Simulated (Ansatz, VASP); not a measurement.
**One calculation of Ti, two programs**

File INCAR:

```
SYSTEM = Ti
PREC = Accurate
ENCUT = 600
EDIFF = 1E-6
ISMEAR = 0
SIGMA = 0.1
LREAL = .FALSE.
LASPH = .TRUE.
NELM = 80
ALGO = Fast
ISIF = 3
LWAVE = .FALSE.
LCHARG = .FALSE.
GGA = PE
IBRION = 2
NSW = 100
EDIFFG = -0.005
```

Contents of KPOINTS:

```
Automatic mesh
0
G
  18 18 10
  0 0 0
```

File POSCAR:

```
Ti
1.0
    2.9357319200      0.0000000000      0.0000000000
   -1.4678659600      2.5424184200      0.0000000000
    0.0000000000      0.0000000000      4.6408561500
Ti
2
Direct
    0.3333333300      0.6666666700      0.2500000000
    0.6666666700      0.3333333300      0.7500000000
```

Input for Ansatz:

```yaml
crystal:
  lattice:
    - [2.93573192, 0.0, 0.0]
    - [-1.46786596, 2.54241842, 0.0]
    - [0.0, 0.0, 4.64085615]
  atoms:
    - { symbol: Ti, position: [0.33333333, 0.66666667, 0.25] }
    - { symbol: Ti, position: [0.66666667, 0.33333333, 0.75] }
basis:
  ecutwfc: 420
kpoints:
  mp_grid: { grid: [18, 18, 10] }
hamiltonian:
  xc: pbe
scf:
  occupations: { method: gaussian, width: 0.1 }
output:
  forces: true
  stress: true
  eigenvalues: true
  write_density: true
  write_potential: true
  elf: true
  volumetric_format: npy
relax:
  adjacent_minimum: "off"
  f_tol: 0.005
  max_steps: 80
  cell: { stress_tol: 0.05 }
```

Alike in both runs: task relaxation of cell and atoms; functional PBE; k mesh 18 × 18 × 10; occupations gaussian, width 0.1 eV; no spin polarisation.

|  | VASP | Ansatz |
| --- | --- | --- |
| version | VASP 6.6.1 | Ansatz 0.2.0 |
| potentials or method | VASP PAW PBE potentials, release 64 (Ti_sv), cutoff 600 eV | scalar-relativistic, plane waves, PAW |
| valence electrons in the cell | 24 | 24 |

|  | VASP | Ansatz | Ansatz less VASP |
| --- | --- | --- | --- |
| gap on the k mesh at the Fermi level, each at its own relaxed structure (eV) | none | none | - |
| relaxed volume (Å³/atom) | 17.35 | 17.39 | +0.043 |
| relaxed length of the cell vector where the two differ most in proportion (Å) | 4.644 | 4.649 | +0.0050 |

A gap of «none» marks a metal or a gap that the smearing closes.
